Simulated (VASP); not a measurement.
SiC, 4 atoms in the cell. The structure is cubic, space group F-43m (No. 216). Conventional cell: a = 4.380 Å, b = 4.380 Å, c = 4.380 Å, α = 90.00°, β = 90.00°, γ = 90.00°. Within 2.5 Å of Si (site symmetry -43m) lie 4 C at 1.90 Å. Within 2.5 Å of C (site symmetry -43m) lie 4 Si at 1.90 Å. 

* Program: VASP 6.6.1
* Task: single point
* Functional: PBE
* Potentials or basis: VASP PAW PBE potentials, release 64 (Si, C)
* Cutoff: 520 eV
* k mesh: 12 × 12 × 10
* Occupations: gaussian, width 0.05 eV
* Spin: no spin polarisation
* Dipole correction: no
* Further INCAR settings: ALGO = Normal; EDIFF = 1e-06; NBANDS = 16; ISYM = 0

Potentials or basis: VASP PAW PBE potentials, release 64 (Si, C).

The run is started by

```bash
$ cat potpaw_PBE.64/Si/POTCAR potpaw_PBE.64/C/POTCAR > POTCAR
$ mpirun -np 1 vasp_std > vasp.out
```

Hardware: 1 thread of Intel Xeon 8259CL, on a shared host.

Question: How long does it take, and how much memory?

Answer: Wall time 6.8 min on 1 thread of Intel Xeon 8259CL, with other jobs on the host, peak memory 0.48 GiB. Counts: scf iterations 13, k points 724.
